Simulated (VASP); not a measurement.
# ZrS (Fm-3m) in VASP: a series of runs

The runs below take ZrS through vibrations by perturbation theory, with PBEsol.

Program: VASP 6.6.1. These are calculated values, not measurements. Logs are shortened: lines on timing, memory, paths and dates and some standing lists are left out, and cuts for length are marked.

### 1 The cell of the first run

It takes space group Fm-3m (No. 225, cubic). The conventional cell has a = 4.953 Å, b = 4.953 Å, c = 4.953 Å, α = 90.00°, β = 90.00°, γ = 90.00°. Within 3.3 Å of Zr (site symmetry m-3m) lie 6 S at 2.48 Å. Within 3.3 Å of S (site symmetry m-3m) lie 6 Zr at 2.48 Å.

### 2 Vibrations by perturbation theory, PBEsol

The input, INCAR:

```
SYSTEM = ZrS
PREC = Accurate
ENCUT = 520
EDIFF = 1E-8
ISMEAR = -1
SIGMA = 0.15
LREAL = .False.
LASPH = .True.
NELM = 100
ALGO = Normal
ISIF = 2
LWAVE = .False.
LCHARG = .True.
GGA = PS
NBANDS = 16
IBRION = 8
NSW = 1
```

The input, KPOINTS:

```
regular mesh
0
Gamma
  14 14 14
  0 0 0
```

The input, POSCAR:

```
ZrS
1.0
    0.0000000000      2.4763919402      2.4763919402
    2.4763919402      0.0000000000      2.4763919402
    2.4763919402      2.4763919402      0.0000000000
Zr S
1 1
Direct
    0.0000000000      0.0000000000      0.0000000000
    0.5000000000      0.5000000000      0.5000000000
```

Potentials or basis: VASP PAW PBE potentials, release 64 (Zr_sv, S).

Started as:

```console
$ cat potpaw_PBE.64/Zr_sv/POTCAR potpaw_PBE.64/S/POTCAR > POTCAR
$ mpirun -np 1 vasp_std > vasp.out
```

OUTCAR:

```text
SYSTEM = ZrS
   PREC = Accurate
   ENCUT = 520
   EDIFF = 1E-8
   ISMEAR = -1
   LREAL = .False.
   LASPH = .True.
   NELM = 100
   ISIF = 2
   GGA = PS
   IBRION = 8
   NSW = 1

 ion  position               nearest neighbor table
   1  0.000  0.000  0.000-   2 2.48   2 2.48   2 2.48   2 2.48   2 2.48   2 2.48
   2  0.500  0.500  0.500-   1 2.48   1 2.48   1 2.48   1 2.48   1 2.48   1 2.48

  LATTYP: Found a face centered cubic cell.
 ALAT       =     4.9527838804

  Lattice vectors:

 A1 = (   0.0000000000,   2.4763919402,   2.4763919402)
 A2 = (   2.4763919402,   0.0000000000,   2.4763919402)
 A3 = (   2.4763919402,   2.4763919402,   0.0000000000)

Analysis of symmetry for initial positions (statically):
=====================================================================
 Subroutine PRICEL returns:
 Original cell was already a primitive cell.

 Routine SETGRP: Setting up the symmetry group for a
 face centered cubic supercell.

 Subroutine GETGRP returns: Found 48 space group operations
 (whereof 48 operations were pure point group operations)
 out of a pool of 48 trial point group operations.

The static configuration has the point symmetry O_h .

Analysis of symmetry for dynamics (positions and initial velocities):
=====================================================================
 Subroutine PRICEL returns:
 Original cell was already a primitive cell.

 Routine SETGRP: Setting up the symmetry group for a
 face centered cubic supercell.

 Subroutine GETGRP returns: Found 48 space group operations
 (whereof 48 operations were pure point group operations)
 out of a pool of 48 trial point group operations.

The dynamic configuration has the point symmetry O_h .

 Subroutine INISYM returns: Found 48 space group operations
 (whereof 48 operations are pure point group operations),
 and found     1 'primitive' translations

----------------------------------------------------------------------------------------

[... 616 lines left out ...]

 VOLUME and BASIS-vectors are now :
 -----------------------------------------------------------------------------
  energy-cutoff  :      520.00
  volume of cell :       30.37
      direct lattice vectors                 reciprocal lattice vectors
     0.000000000  2.476391940  2.476391940    -0.201906650  0.201906650  0.201906650
     2.476391940  0.000000000  2.476391940     0.201906650 -0.201906650  0.201906650
     2.476391940  2.476391940  0.000000000     0.201906650  0.201906650 -0.201906650

 POSITION                                       TOTAL-FORCE (eV/Angst)
 -----------------------------------------------------------------------------------
      0.00000      0.00000      0.00000        -0.000000     -0.000000     -0.000000
      2.47639      2.47639      2.47639         0.000000      0.000000      0.000000
 -----------------------------------------------------------------------------------
    total drift:                                0.000000      0.000000      0.000000

  FREE ENERGIE OF THE ION-ELECTRON SYSTEM (eV)
  ---------------------------------------------------
  free  energy   TOTEN  =       -16.2598462831 eV

  energy  without entropy=      -16.1784388125  energy(sigma->0) =      -16.21914255

[... ionic steps 2 to 3 ...]

--------------------------------------- Ionic step        4  -------------------------------------------

------------------------ aborting loop because EDIFF is reached ----------------------------------------

[... ionic steps 5 to 6 ...]

--------------------------------------- Ionic step        7  -------------------------------------------

 Free energy of the ion-electron system (eV)
  ---------------------------------------------------
  ---------------------------------------------------
  free energy    TOTEN  =        -0.10588643 eV

  energy without entropy =       -0.10588643

------------------------ aborting loop because EDIFF is reached ----------------------------------------

 INTERNAL STRAIN TENSOR  FOR ION    2  DIRECTION 1   (eV/Angst):
 -----------------------------------------------------------------------------
    -0.00864 -0.00000  0.00000
    -0.00000  0.00375 -0.00000
     0.00000 -0.00000  0.00375

 INTERNAL STRAIN TENSOR FOR ION    2 for displacements in x,y,z  (eV/Angst):
          X           Y           Z          XY          YZ          ZX
  --------------------------------------------------------------------------------
  x     0.00000     0.00000     0.00000     0.00000     0.00000     0.00000
  y     0.00000     0.00000     0.00000     0.00000     0.00000     0.00000
  z     0.00000     0.00000     0.00000     0.00000     0.00000     0.00000

 SECOND DERIVATIVES (NOT SYMMETRIZED)
 ------------------------------------
               1X          1Y          1Z          2X          2Y          2Z
  1X   -11.176947    0.000000    0.000000   11.176947    0.000000    0.000000
  1Y     0.000000  -11.176947    0.000000    0.000000   11.176947    0.000000
  1Z     0.000000    0.000000  -11.176947    0.000000    0.000000   11.176947
  2X    11.171482    0.000000    0.000000  -11.171482    0.000000    0.000000
  2Y     0.000000   11.171482    0.000000    0.000000  -11.171482    0.000000
  2Z     0.000000    0.000000   11.171482    0.000000    0.000000  -11.171482

 Eigenvectors and eigenvalues of the dynamical matrix
 ----------------------------------------------------

   1 f  =   10.728048 THz    67.406316 2PiTHz  357.849177 cm-1    44.367623 meV
             X         Y         Z           dx          dy          dz
      0.000000  0.000000  0.000000     0.000000    0.510079    0.000000
      2.476392  2.476392  2.476392     0.000000   -0.860128    0.000000
[... 21 lines left out ...]
   6 f/i=    0.001151 THz     0.007233 2PiTHz    0.038396 cm-1     0.004761 meV
             X         Y         Z           dx          dy          dz
      0.000000  0.000000  0.000000     0.000000    0.000000    0.860128
      2.476392  2.476392  2.476392     0.000000    0.000000    0.510079

--------------------------------------------------------------------------------------------------------

 ELASTIC MODULI CONTR FROM IONIC RELAXATION (kBar)
 Direction    XX          YY          ZZ          XY          YZ          ZX
 --------------------------------------------------------------------------------
 XX           0.0000      0.0000      0.0000      0.0000      0.0000      0.0000
 YY           0.0000      0.0000      0.0000      0.0000      0.0000      0.0000
 ZZ           0.0000      0.0000      0.0000      0.0000      0.0000      0.0000
 XY           0.0000      0.0000      0.0000      0.0000      0.0000      0.0000
 YZ           0.0000      0.0000      0.0000      0.0000      0.0000      0.0000
 ZX           0.0000      0.0000      0.0000      0.0000      0.0000      0.0000
 --------------------------------------------------------------------------------
```

OSZICAR:

```text
N       E                     dE             d eps       ncg     rms          rms(c)
DAV:   1     0.125322416574E+03    0.12532E+03   -0.98078E+03  3328   0.112E+03
DAV:   2    -0.119668471047E+02   -0.13729E+03   -0.13209E+03  4376   0.291E+02
DAV:   3    -0.169834370984E+02   -0.50166E+01   -0.49815E+01  5056   0.495E+01
DAV:   4    -0.170706076514E+02   -0.87171E-01   -0.87144E-01  4208   0.583E+00
[... 53 lines left out ...]
RMM:  11    -0.105886450247E+00   -0.36998E-06    0.17166E-06 18139   0.257E-04    0.100E-04
RMM:  12    -0.105886432163E+00    0.18083E-07   -0.51778E-08 18784   0.130E-04    0.160E-05
RMM:  13    -0.105886454862E+00   -0.22698E-07    0.29066E-07 18431   0.666E-05    0.103E-05
RMM:  14    -0.105886436042E+00    0.18820E-07    0.45204E-08 18034   0.388E-05    0.105E-05
RMM:  15    -0.105886428923E+00    0.71186E-08    0.33608E-08 17654   0.248E-05    0.179E-06
 Linear response finished
```

stdout:

```text
POSCAR found type information on POSCAR ZrS
 POSCAR found :  2 types and       2 ions
 scaLAPACK will be used
 -----------------------------------------------------------------------------
|                                                                             |
|                                                                             |
|     You enforced a specific xc type in the INCAR file but a different       |
|     I HOPE YOU KNOW WHAT YOU ARE DOING!                                     |
|                                                                             |
 -----------------------------------------------------------------------------

 LDA part: xc-table for (Slater+PW92), standard interpolation
 POSCAR, INCAR and KPOINTS ok, starting setup
 FFT: planning ... GRIDC
 FFT: planning ... GRID_SOFT
 FFT: planning ... GRID
 WAVECAR not read
 entering main loop
 Linear response reoptimize wavefunctions to high precision
 Linear response DOF=           2
 Linear response progress:
 first order change of Fermi-energy  -0.21859E-03
 force on displaced ion       1 direction 1 : -11.177   0.000   0.000
 Linear response progress:
 first order change of Fermi-energy   0.40767E-03
 force on displaced ion       2 direction 1 : -11.171   0.000   0.000
 Linear response finished
```

Wall time 8.5 min (1 thread of Intel Xeon Platinum 8375C at 2.90GHz (Ice Lake), shared host); peak memory 0.4 GiB.

What came out:

```yaml
Highest_phonon_frequency_at_Γ_LO-TO_splitting_left_out: 358 cm⁻¹
```

Phonon frequencies in cm⁻¹ (negative: imaginary):
```tsv
q point	frequencies
(0.000, 0.000, 0.000)	0 0 0 358 358 358
```

Caveat: the cell stands under pressure or tension, which shifts response properties; the PAW data sets were made with another functional, which shifts forces and pressure a little.

### 3 Vibrations by perturbation theory, PBEsol

This run uses another cell than the first one, of 16.44 Å³/atom.

The input, INCAR:

```
SYSTEM = ZrS
ALGO = Normal
EDIFF = 1E-8
ENCUT = 520
GGA = PS
IBRION = 8
ISIF = 2
ISMEAR = -1
LASPH = .TRUE.
LCHARG = .FALSE.
LREAL = .FALSE.
LWAVE = .FALSE.
NELM = 80
NSW = 1
PREC = Accurate
SIGMA = 0.15
```

The input, KPOINTS:

```
k-points
0
G
  14 14 14
  0 0 0
```

The input, POSCAR:

```
ZrS
1.0
    0.0000000000      2.5428045662      2.5428045662
    2.5428045662      0.0000000000      2.5428045662
    2.5428045662      2.5428045662      0.0000000000
Zr S
1 1
Direct
    0.0000000000      0.0000000000      0.0000000000
    0.5000000000      0.5000000000      0.5000000000
```

Potentials or basis: VASP PAW PBE potentials, release 64 (Zr_sv, S).

Started as:

```console
$ cat potpaw_PBE.64/Zr_sv/POTCAR potpaw_PBE.64/S/POTCAR > POTCAR
$ mpirun -np 1 vasp_std > vasp.out
```

OUTCAR:

```text
SYSTEM = ZrS
   EDIFF = 1E-8
   ENCUT = 520
   GGA = PS
   IBRION = 8
   ISIF = 2
   ISMEAR = -1
   LASPH = .TRUE.
   LREAL = .FALSE.
   NELM = 80
   NSW = 1
   PREC = Accurate

 ion  position               nearest neighbor table
   1  0.000  0.000  0.000-   2 2.54   2 2.54   2 2.54   2 2.54   2 2.54   2 2.54
   2  0.500  0.500  0.500-   1 2.54   1 2.54   1 2.54   1 2.54   1 2.54   1 2.54

  LATTYP: Found a face centered cubic cell.
 ALAT       =     5.0856091324

  Lattice vectors:

 A1 = (   0.0000000000,   2.5428045662,   2.5428045662)
 A2 = (   2.5428045662,   0.0000000000,   2.5428045662)
 A3 = (   2.5428045662,   2.5428045662,   0.0000000000)

Analysis of symmetry for initial positions (statically):
=====================================================================
 Subroutine PRICEL returns:
[... 614 lines left out ...]
------------------------ aborting loop because EDIFF is reached ----------------------------------------

 INTERNAL STRAIN TENSOR  FOR ION    2  DIRECTION 1   (eV/Angst):
 -----------------------------------------------------------------------------
     0.06051  0.00000 -0.00000
     0.00000 -0.03040 -0.00000
     0.00000 -0.00000 -0.03040

 INTERNAL STRAIN TENSOR FOR ION    2 for displacements in x,y,z  (eV/Angst):
          X           Y           Z          XY          YZ          ZX
  --------------------------------------------------------------------------------
  x     0.00000     0.00000     0.00000     0.00000     0.00000     0.00000
  y     0.00000     0.00000     0.00000     0.00000     0.00000     0.00000
  z     0.00000     0.00000     0.00000     0.00000     0.00000     0.00000

 SECOND DERIVATIVES (NOT SYMMETRIZED)
 ------------------------------------
               1X          1Y          1Z          2X          2Y          2Z
  1X    -7.892044    0.000000    0.000000    7.892044    0.000000    0.000000
  1Y     0.000000   -7.892044    0.000000    0.000000    7.892044    0.000000
  1Z     0.000000    0.000000   -7.892044    0.000000    0.000000    7.892044
  2X     7.806820    0.000000    0.000000   -7.806820    0.000000    0.000000
  2Y     0.000000    7.806820    0.000000    0.000000   -7.806820    0.000000
  2Z     0.000000    0.000000    7.806820    0.000000    0.000000   -7.806820

 Eigenvectors and eigenvalues of the dynamical matrix
 ----------------------------------------------------

   1 f  =    8.980317 THz    56.424999 2PiTHz  299.551147 cm-1    37.139592 meV
             X         Y         Z           dx          dy          dz
      0.000000  0.000000  0.000000    -0.512039    0.000000    0.000000
      2.542805  2.542805  2.542805     0.858962    0.000000    0.000000
[... 21 lines left out ...]
   6 f/i=    0.021442 THz     0.134723 2PiTHz    0.715221 cm-1     0.088676 meV
             X         Y         Z           dx          dy          dz
      0.000000  0.000000  0.000000     0.000000    0.000000    0.858962
      2.542805  2.542805  2.542805     0.000000    0.000000    0.512039

--------------------------------------------------------------------------------------------------------

 ELASTIC MODULI CONTR FROM IONIC RELAXATION (kBar)
 Direction    XX          YY          ZZ          XY          YZ          ZX
 --------------------------------------------------------------------------------
 XX           0.0000      0.0000      0.0000      0.0000      0.0000      0.0000
 YY           0.0000      0.0000      0.0000      0.0000      0.0000      0.0000
 ZZ           0.0000      0.0000      0.0000      0.0000      0.0000      0.0000
 XY           0.0000      0.0000      0.0000      0.0000      0.0000      0.0000
 YZ           0.0000      0.0000      0.0000      0.0000      0.0000      0.0000
 ZX           0.0000      0.0000      0.0000      0.0000      0.0000      0.0000
 --------------------------------------------------------------------------------
```

OSZICAR:

```text
N       E                     dE             d eps       ncg     rms          rms(c)
DAV:   1     0.132885937551E+03    0.13289E+03   -0.99009E+03  2704   0.137E+03
DAV:   2    -0.105505750821E+02   -0.14344E+03   -0.13859E+03  3232   0.332E+02
DAV:   3    -0.171478561055E+02   -0.65973E+01   -0.65067E+01  4192   0.646E+01
[... 54 lines left out ...]
RMM:  19    -0.105944450820E+00   -0.23294E-08   -0.40547E-07 11364   0.171E-05    0.737E-07
RMM:  20    -0.105944448670E+00    0.21503E-08   -0.27868E-07 10339   0.132E-05    0.434E-07
RMM:  21    -0.105944450490E+00   -0.18201E-08   -0.21056E-07  9416   0.107E-05    0.620E-07
RMM:  22    -0.105944448788E+00    0.17015E-08   -0.15085E-07  9341   0.900E-06    0.105E-06
RMM:  23    -0.105944447460E+00    0.13286E-08   -0.11449E-07  8894   0.778E-06    0.272E-07
RMM:  24    -0.105944447513E+00   -0.52989E-10   -0.83747E-08  7311   0.675E-06    0.254E-07
 Linear response finished
```

stdout:

```text
POSCAR found type information on POSCAR ZrS
 POSCAR found :  2 types and       2 ions
 scaLAPACK will be used
 -----------------------------------------------------------------------------
|                                                                             |
|                                                                             |
|     You enforced a specific xc type in the INCAR file but a different       |
[... 32 lines left out ...]
 Linear response reoptimize wavefunctions to high precision
 Linear response DOF=           2
 Linear response progress:
 first order change of Fermi-energy  -0.19284E-03
 force on displaced ion       1 direction 1 :  -7.892   0.000   0.000
 Linear response progress:
 first order change of Fermi-energy   0.44327E-03
 force on displaced ion       2 direction 1 :  -7.807   0.000   0.000
 Linear response finished
```

Run time: 5.9 min. Hardware: 1 thread of Intel Xeon Platinum 8375C at 2.90GHz (Ice Lake), shared host; peak memory 0.37 GiB.

What came out:

```yaml
Highest_phonon_frequency_at_Γ_LO-TO_splitting_left_out: 300 cm⁻¹
```

Phonon frequencies in cm⁻¹ (negative: imaginary):
```csv
q point,frequencies
"(0.000, 0.000, 0.000)",-1 -1 -1 300 300 300
```

Caveat: the cell stands under pressure or tension, which shifts response properties; the PAW data sets were made with another functional, which shifts forces and pressure a little.

[end of part 1 of 2]
